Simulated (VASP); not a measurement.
# Mo (P6/mmm) in VASP: a series of runs

The runs below take Mo through single point, with r2SCAN.

All numbers are computed with VASP 6.6.1; they aren't measurements. Logs are shortened: lines on timing, memory, paths and dates and some standing lists are left out, and cuts for length are marked.

## (1) The cell of the first run

It takes space group P6/mmm (No. 191, hexagonal). Conventional cell: a = 4.664 Å, b = 4.664 Å, c = 2.527 Å, α = 90.00°, β = 90.00°, γ = 120.00°. Within 3.3 Å of Mo (site symmetry 6/mmm) lie 14 Mo at 2.53 to 2.97 Å. Within 3.3 Å of Mo (site symmetry -6m2) lie 11 Mo at 2.53 to 2.97 Å.

## (2) Single point, r2SCAN

Contents of POSCAR:

```
Mo
1.0
    4.6644524611      0.0000000000      0.0000000000
   -2.3322262306      4.0395343260      0.0000000000
    0.0000000000      0.0000000000      2.5269691420
Mo
3
Direct
    0.0000000000      0.0000000000      0.0000000000
    0.3333333333      0.6666666667      0.5000000000
    0.6666666667      0.3333333333      0.5000000000
```

Contents of INCAR.step1:

```
SYSTEM = Mo
PREC     = Accurate       ! precision mode
ENCUT    = 520            ! plane-wave cutoff, eV
ISMEAR   = 0              ! smearing method
SIGMA    = 0.1            ! smearing width, eV
LREAL    = .False.        ! projectors in reciprocal space
LASPH    = .True.         ! aspherical terms in the spheres
NELM     = 60             ! most SCF steps
NBANDS   = 28             ! bands
GGA      = PE             ! functional
ALGO     = Normal         ! electronic algorithm
EDIFF    = 1E-4           ! SCF threshold, eV
LWAVE    = .True.         ! write WAVECAR
LCHARG   = .False.        ! write CHGCAR
```

Contents of INCAR.step2:

```
SYSTEM = Mo
PREC     = Accurate       ! precision mode
ENCUT    = 520            ! plane-wave cutoff, eV
EDIFF    = 1E-6           ! SCF threshold, eV
ISMEAR   = 0              ! smearing method
SIGMA    = 0.1            ! smearing width, eV
LREAL    = .False.        ! projectors in reciprocal space
LASPH    = .True.         ! aspherical terms in the spheres
NELM     = 60             ! most SCF steps
ALGO     = Normal         ! electronic algorithm
ISIF     = 2              ! what is computed and relaxed
LWAVE    = .False.        ! write WAVECAR
LCHARG   = .True.         ! write CHGCAR
METAGGA  = R2SCAN         ! meta-GGA
LMIXTAU  = .True.       
LELF     = .True.         ! ELF
LVHAR    = .True.       
NBANDS   = 28             ! bands
ISTART   = 1
```

Contents of KPOINTS:

```
regular mesh
0
Gamma
  6 6 6
  0 0 0
```

Potentials or basis: VASP PAW PBE potentials, release 64 (Mo_sv).

Command:

```bash
$ cat potpaw_PBE.64/Mo_sv/POTCAR > POTCAR
$ cp INCAR.step1 INCAR
$ mpirun -np 1 vasp_std > vasp.out
$ cp INCAR.step2 INCAR
$ mpirun -np 1 vasp_std > vasp.out
```

OUTCAR:

```text
SYSTEM = Mo
   PREC = Accurate
   ENCUT = 520
   EDIFF = 1E-6
   ISMEAR = 0
   LREAL = .False.
   LASPH = .True.
   NELM = 60
   ISIF = 2
   METAGGA = R2SCAN
   ISTART = 1

 ion  position               nearest neighbor table
   1  0.000  0.000  0.000-   2 2.97   3 2.97   2 2.97   3 2.97   2 2.97   2 2.97   3 2.97   3 2.97
                             3 2.97   3 2.97   2 2.97   2 2.97
   2  0.333  0.667  0.500-   3 2.69   3 2.69   3 2.69   1 2.97   1 2.97   1 2.97   1 2.97   1 2.97
                             1 2.97
   3  0.667  0.333  0.500-   2 2.69   2 2.69   2 2.69   1 2.97   1 2.97   1 2.97   1 2.97   1 2.97
                             1 2.97

  LATTYP: Found a hexagonal cell.
 ALAT       =     4.6644524611
 C/A-ratio  =     0.5417504333

  Lattice vectors:

 A1 = (   4.6644524611,   0.0000000000,   0.0000000000)
 A2 = (  -2.3322262306,   4.0395343260,   0.0000000000)
 A3 = (   0.0000000000,   0.0000000000,   2.5269691420)

Analysis of symmetry for initial positions (statically):
=====================================================================
 Subroutine PRICEL returns:
 Original cell was already a primitive cell.

 Routine SETGRP: Setting up the symmetry group for a
 hexagonal supercell.

 Subroutine GETGRP returns: Found 24 space group operations
 (whereof 24 operations were pure point group operations)
 out of a pool of 24 trial point group operations.

The static configuration has the point symmetry D_6h.

Analysis of symmetry for dynamics (positions and initial velocities):
=====================================================================
 Subroutine PRICEL returns:
 Original cell was already a primitive cell.

 Routine SETGRP: Setting up the symmetry group for a
 hexagonal supercell.

 Subroutine GETGRP returns: Found 24 space group operations
 (whereof 24 operations were pure point group operations)
 out of a pool of 24 trial point group operations.

The dynamic configuration has the point symmetry D_6h.

 Subroutine INISYM returns: Found 24 space group operations
 (whereof 24 operations are pure point group operations),
 and found     1 'primitive' translations

[... 78 lines left out ...]
   k-points           NKPTS =     28   k-points in BZ     NKDIM =     28   number of bands    NBANDS=     28
   number of dos      NEDOS =    301   number of ions     NIONS =      3
   total plane-waves  NPLWV =  25920
   dimension x,y,z NGX =    36 NGY =   36 NGZ =   20
   dimension x,y,z NGXF=    72 NGYF=   72 NGZF=   40
   ions per type =               3
   NGX,Y,Z   is equivalent  to a cutoff of  12.83, 12.83, 13.16 a.u.
   NGXF,Y,Z  is equivalent  to a cutoff of  25.66, 25.66, 26.32 a.u.
 SYSTEM =  Mo
   PREC   = accura    normal or accurate (medium, high low for compatibility)
   ISTART =      1    job   : 0-new  1-cont  2-samecut
   ICHARG =      0    charge: 1-file 2-atom 10-const
   ISPIN  =      1    spin polarized calculation?
   LNONCOLLINEAR =      F non collinear calculations
   LSORBIT =      F    spin-orbit coupling
   LASPH  =      T    aspherical Exc in radial PAW
   ENCUT  =  520.0 eV  38.22 Ry    6.18 a.u.   8.67  8.67  4.70*2*pi/ulx,y,z
   NELM   =     60;   NELMIN=  2; NELMDL=  0     # of ELM steps
   EDIFF  = 0.1E-05   stopping-criterion for ELM
   LREAL  =      F    real-space projection
[... 7 lines left out ...]
   TEBEG  =    0.0;   TEEND  =   0.0 temperature during run
   PSTRESS=    0.0 pullay stress
   NELECT =      42.0000    total number of electrons
   NUPDOWN=      -1.0000    fix difference up-down
   EMIN   =  10.00;   EMAX   =-10.00  energy-range for DOS
   EFERMI =   0.00;   METHOD = LEGACY
   ISMEAR =     0;   SIGMA  =   0.10  broadening in eV -4-tet -1-fermi 0-gaus
   EFERMI_NEDOS =   21; number of points for ismear=-14 and -15
   IALGO  =     38    algorithm
   IMIX   =      4    mixing-type and parameters
     AMIX     =   0.40;   BMIX     =  1.00
     AMIX_MAG =   1.60;   BMIX_MAG =  1.00
  volume/ion in A,a.u.               =      15.87       107.10
  Fermi-wavevector in a.u.,A,eV,Ry     =   1.570052  2.966968 33.539210  2.465062
  Thomas-Fermi vector in A             =   2.671843
   LORBIT       =      0    0 simple, 1 ext, 2 COOP (PROOUT), +10 PAW based schemes
   METAGGA = R2SCAN    functional components
   LHFCALC =     F    Hartree Fock is set to
   AEXX    =    0.0000 exact exchange contribution
   IVDW    =     0    specifies the selected vdW correction
   LEPSILON=     F    determine dielectric tensor
   LRPA    =     F    only Hartree local field effects (RPA)
 non-spin polarized calculation
 Gauss-broadening in eV      SIGMA  =   0.10
  energy-cutoff  :      520.00
  volume of cell :       47.61
 maximum number of plane-waves:      1294
 NGX is ok and might be reduce to    36
   NGX = 17   NGY = 17   NGZ =  9

 number of electron      42.0000010 magnetization

 Free energy of the ion-electron system (eV)
  ---------------------------------------------------
  ext. energy  EPLUGINS =         0.00000000
  ---------------------------------------------------
  free energy    TOTEN  =       -77.00399187 eV

  energy without entropy =      -76.97756005  energy(sigma->0) =      -76.99077596

 E-fermi :  12.2077     XC(G=0): -14.4886

 val. band max:       12.1906246826   @ k =   0.1667   0.0000   0.5000
 cond. band min:      12.2240082526   @ k =   0.3333   0.1667   0.3333
 fundamental gap:      0.0333835700
 Fermi energy:        12.2076832212

 k-point     1 :       0.0000    0.0000    0.0000
  band No.  band energies     occupation
      1     -50.8690      2.00000
      2     -50.6406      2.00000
      3     -50.4734      2.00000
      4     -24.3281      2.00000
      5     -24.3281      2.00000
      6     -24.2865      2.00000
[... 733 lines left out ...]
     27      17.2867      0.00000
     28      17.5072      0.00000

 [... further k-points ...]
[... 5 lines left out ...]
  --------------------------------------------------------------------------------------
  -------------------------------------------------------------------------------------
  Total        0.2512824      0.2512824      0.4176906     -0.0000000     -0.0000000      0.0000000
  in kB        8.4555283      8.4555283     14.0550809     -0.0000000     -0.0000000      0.0000000
  external PRESSURE =      10.3220458 kB  Pullay stress =       0.0000000 kB

 VOLUME and BASIS-vectors are now :
 -----------------------------------------------------------------------------
  energy-cutoff  :      520.00
  volume of cell :       47.61
      direct lattice vectors                 reciprocal lattice vectors
     4.664452461  0.000000000  0.000000000     0.214387435  0.123776643  0.000000000
    -2.332226231  4.039534326  0.000000000     0.000000000  0.247553287  0.000000000
     0.000000000  0.000000000  2.526969142     0.000000000  0.000000000  0.395730990

 POSITION                                       TOTAL-FORCE (eV/Angst)
 -----------------------------------------------------------------------------------
      0.00000      0.00000      0.00000        -0.000000      0.000000     -0.000000
     -0.00000      2.69302      1.26348         0.000000      0.000000      0.000000
      2.33223      1.34651      1.26348        -0.000000      0.000000     -0.000000
 -----------------------------------------------------------------------------------
    total drift:                                0.000000      0.000000     -0.000000

  FREE ENERGIE OF THE ION-ELECTRON SYSTEM (eV)
  ---------------------------------------------------
  free  energy   TOTEN  =       -77.0039918663 eV

  energy  without entropy=      -76.9775600499  energy(sigma->0) =      -76.99077596
```

OSZICAR.step1:

```text
N       E                     dE             d eps       ncg     rms          rms(c)
DAV:   1     0.467518682491E+03    0.46752E+03   -0.25524E+04  1568   0.157E+03
DAV:   2    -0.189658097960E+02   -0.48648E+03   -0.47468E+03  1700   0.490E+02
DAV:   3    -0.332097965984E+02   -0.14244E+02   -0.13771E+02  1940   0.792E+01
DAV:   4    -0.333958090454E+02   -0.18601E+00   -0.18538E+00  1692   0.772E+00
DAV:   5    -0.333976100832E+02   -0.18010E-02   -0.18003E-02  1752   0.825E-01    0.248E+01
DAV:   6    -0.319132240887E+02    0.14844E+01   -0.35347E+00  1640   0.140E+01    0.737E+00
DAV:   7    -0.318595262727E+02    0.53698E-01   -0.17305E+00  1784   0.863E+00    0.299E+00
DAV:   8    -0.317075566853E+02    0.15197E+00   -0.61134E-01  1692   0.493E+00    0.110E+00
DAV:   9    -0.317016332057E+02    0.59235E-02   -0.18840E-02  1716   0.120E+00    0.234E-01
DAV:  10    -0.317017049386E+02   -0.71733E-04   -0.57258E-04  1736   0.211E-01
   1 F= -.31701705E+02 E0= -.31690162E+02  d E =-.230853E-01
```

Wall time 71 s (1 thread of AMD EPYC 9R45 (Zen 5), shared host); peak memory 0.14 GiB.

What came out:

* Free energy: -77.0040 eV
* Pressure: 1.0 GPa
* Band gap on the k mesh: zero (band 21 reaches 13.22 eV, above the bottom of band 22 at 11.57 eV)

Caveat: the k points lie up to 0.41 Å⁻¹ apart; the PAW data sets were made with another functional, which shifts forces and pressure a little.

## (3) Single point, r2SCAN

This run uses another cell than the first one, of 18.46 Å³/atom, 1.163 times its volume.

Contents of POSCAR:

```
Mo
1.0
    4.7077299181      0.0000000000      0.0000000000
   -2.3538649591      4.0770137032      0.0000000000
    0.0000000000      0.0000000000      2.8860431237
Mo
3
Direct
    0.0000000000      0.0000000000      0.0000000000
    0.3333333333      0.6666666667      0.5000000000
    0.6666666667      0.3333333333      0.5000000000
```

Contents of INCAR.step1:

```
  PREC = Accurate
  ENCUT = 520
  ISMEAR = 0
  SIGMA = 0.1
  LREAL = F
  LASPH = T
  NELM = 100
  NBANDS = 28
  GGA = PE
  ALGO = Normal
  EDIFF = 1E-4
  LWAVE = T
  LCHARG = F
```

Contents of INCAR.step2:

```
  PREC = Accurate
  ENCUT = 520
  EDIFF = 1E-6
  ISMEAR = 0
  SIGMA = 0.1
  LREAL = F
  LASPH = T
  NELM = 100
  ALGO = Normal
  ISIF = 2
  LWAVE = F
  LCHARG = F
  METAGGA = R2SCAN
  LMIXTAU = T
  NBANDS = 28
  ISTART = 1
```

Contents of KPOINTS:

```
regular mesh
0
Gamma
  6 6 6
```

Potentials or basis: VASP PAW PBE potentials, release 64 (Mo_sv).

Command:

```bash
$ cat potpaw_PBE.64/Mo_sv/POTCAR > POTCAR
$ cp INCAR.step1 INCAR
$ mpirun -np 1 vasp_std > vasp.out
$ cp INCAR.step2 INCAR
$ mpirun -np 1 vasp_std > vasp.out
```

OUTCAR:

```text
PREC = Accurate
   ENCUT = 520
   EDIFF = 1E-6
   ISMEAR = 0
   LREAL = F
   LASPH = T
   NELM = 100
   ISIF = 2
   METAGGA = R2SCAN
   ISTART = 1

 ion  position               nearest neighbor table
   1  0.000  0.000  0.000-   2 3.08   3 3.08   2 3.08   3 3.08   2 3.08   2 3.08   3 3.08   3 3.08
                             3 3.08   3 3.08   2 3.08   2 3.08
   2  0.333  0.667  0.500-   3 2.72   3 2.72   3 2.72   1 3.08   1 3.08   1 3.08   1 3.08   1 3.08
                             1 3.08
   3  0.667  0.333  0.500-   2 2.72   2 2.72   2 2.72   1 3.08   1 3.08   1 3.08   1 3.08   1 3.08
                             1 3.08

[... 937 lines left out ...]

 [... further k-points ...]
[... 5 lines left out ...]
  --------------------------------------------------------------------------------------
  -------------------------------------------------------------------------------------
  Total       -6.5213169     -6.5213169    -14.3299941      0.0000000     -0.0000000     -0.0000000
  in kB     -188.6207031   -188.6207031   -414.4766470      0.0000000     -0.0000000     -0.0000000
  external PRESSURE =    -263.9060177 kB  Pullay stress =       0.0000000 kB

 VOLUME and BASIS-vectors are now :
 -----------------------------------------------------------------------------
  energy-cutoff  :      520.00
  volume of cell :       55.39
      direct lattice vectors                 reciprocal lattice vectors
     4.707729918  0.000000000  0.000000000     0.212416604  0.122638783  0.000000000
    -2.353864959  4.077013703  0.000000000     0.000000000  0.245277567  0.000000000
     0.000000000  0.000000000  2.886043124     0.000000000  0.000000000  0.346495169

 POSITION                                       TOTAL-FORCE (eV/Angst)
 -----------------------------------------------------------------------------------
      0.00000      0.00000      0.00000        -0.000000      0.000000      0.000000
     -0.00000      2.71801      1.44302         0.000000     -0.000000     -0.000000
      2.35386      1.35900      1.44302        -0.000000      0.000000      0.000000
 -----------------------------------------------------------------------------------
    total drift:                                0.000000      0.000000     -0.000000

  FREE ENERGIE OF THE ION-ELECTRON SYSTEM (eV)
  ---------------------------------------------------
  free  energy   TOTEN  =       -75.8403630652 eV

  energy  without entropy=      -75.8077824783  energy(sigma->0) =      -75.82407277
```

Wall time 80 s (1 thread of AMD EPYC 9R45 (Zen 5), shared host); peak memory 0.15 GiB.

What came out:

```yaml
Free_energy: -75.8404 eV
Pressure: -26.4 GPa
Band_gap_on_the_k_mesh: zero (band 21 reaches 10.20 eV, above the bottom of band 22 at 9.51 eV)
```

Levels at points of the mesh, in eV from the Fermi level:
```csv
k point,band 19,band 20,band 21,band 22,band 23,band 24
"(0.00, 0.00, 0.00)",-1.69,-1.06,-0.03,-0.03,0.90,0.90
"(0.50, 0.00, 0.00)",-1.33,-0.96,-0.17,1.09,1.14,1.39
"(0.00, 0.00, 0.50)",-0.12,-0.12,-0.01,-0.01,2.58,2.58
"(0.50, 0.00, 0.50)",-1.06,-0.21,-0.11,0.52,1.22,2.18
```

Caveat: the k points lie up to 0.36 Å⁻¹ apart; the PAW data sets were made with another functional, which shifts forces and pressure a little.
